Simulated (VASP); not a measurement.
Wanted: the native input for a VASP 6.6.1 run.

```yaml
Task: relaxation of cell and atoms
Functional: PBEsol
Potentials_or_basis: VASP PAW PBE potentials, release 64 (Sn_d, Se)
Cutoff: 600 eV
k_mesh: 7 × 7 × 4
Occupations: gaussian, width 0.01 eV
Spin: no spin polarisation
Target_pressure: 20 GPa
Dipole_correction: no
Further_INCAR_settings: ALGO = Normal; EDIFF = 1e-07; IBRION = 2; EDIFFG = -0.01; NSW = 80; ISIF = 3
```

The structure of SnSe2 lies in POSCAR:

```
SnSe2
1.0
    3.8200000000      0.0000000000      0.0000000000
   -1.9100000000      3.3082170425      0.0000000000
    0.0000000000      0.0000000000      6.1120000000
Sn Se
1 2
Direct
    0.0000000000      0.0000000000      0.0000000000
    0.3333333333      0.6666666667      0.2500000000
    0.6666666667      0.3333333333      0.7500000000
```

These files were run (other wordings do the same):

INCAR

```
ALGO     = Normal         # electronic algorithm
EDIFF    = 1E-7           # SCF threshold, eV
EDIFFG   = -0.01          # ionic threshold
ENCUT    = 600            # plane-wave cutoff, eV
GGA      = PS             # functional
IBRION   = 2              # ionic algorithm
ISIF     = 3              # what is computed and relaxed
ISMEAR   = 0              # smearing method
LASPH    = T              # aspherical terms in the spheres
LCHARG   = F              # write CHGCAR
LREAL    = F              # projectors in reciprocal space
LWAVE    = F              # write WAVECAR
NELM     = 100            # most SCF steps
NSW      = 80             # ionic steps
PREC     = Accurate       # precision mode
PSTRESS  = 200.0        
SIGMA    = 0.01           # smearing width, eV
```

KPOINTS

```
k-points
0
Gamma
  7 7 4
```

Potentials or basis: VASP PAW PBE potentials, release 64 (Sn_d, Se).

Run with:

```console
$ cat potpaw_PBE.64/Sn_d/POTCAR potpaw_PBE.64/Se/POTCAR > POTCAR
$ mpirun -np 1 vasp_std > vasp.out
```

It gave:

```json
{"Relaxed volume": "19.67 Å³/atom", "Relaxed cell": "a = 3.618 Å, b = 3.618 Å, c = 5.204 Å, α = 90.00°, β = 90.00°, γ = 120.00°", "Space group after relaxing (to 0.05 Å)": "P-3m1 (No. 164)", "Energy change on relaxing (the enthalpy is what falls)": "+243.1 meV/atom", "Ionic steps": "14", "Pressure after relaxing": "20.0 GPa", "Largest force after relaxing": "0.008 eV/Å", "Band gap on the k mesh": "zero (band 13 reaches 8.34 eV, above the bottom of band 14 at 7.35 eV)"}
```

Caveat: the cell is relaxed towards a set pressure, so the enthalpy falls and the energy may rise; the volume moved by over 15 % at a fixed basis, so the end points are rough; the PAW data sets were made with another functional, which shifts forces and pressure a little; spin-orbit coupling is left out, which moves the levels of the heavy elements; this functional lacks dispersion, which binds the layers, so the pressure and a relaxed spacing across them are unreliable.

Wall time 10 min on 1 thread of Intel(R) Xeon(R) Platinum 8488C (Sapphire Rapids), with other jobs on the host, peak memory 0.25 GiB.
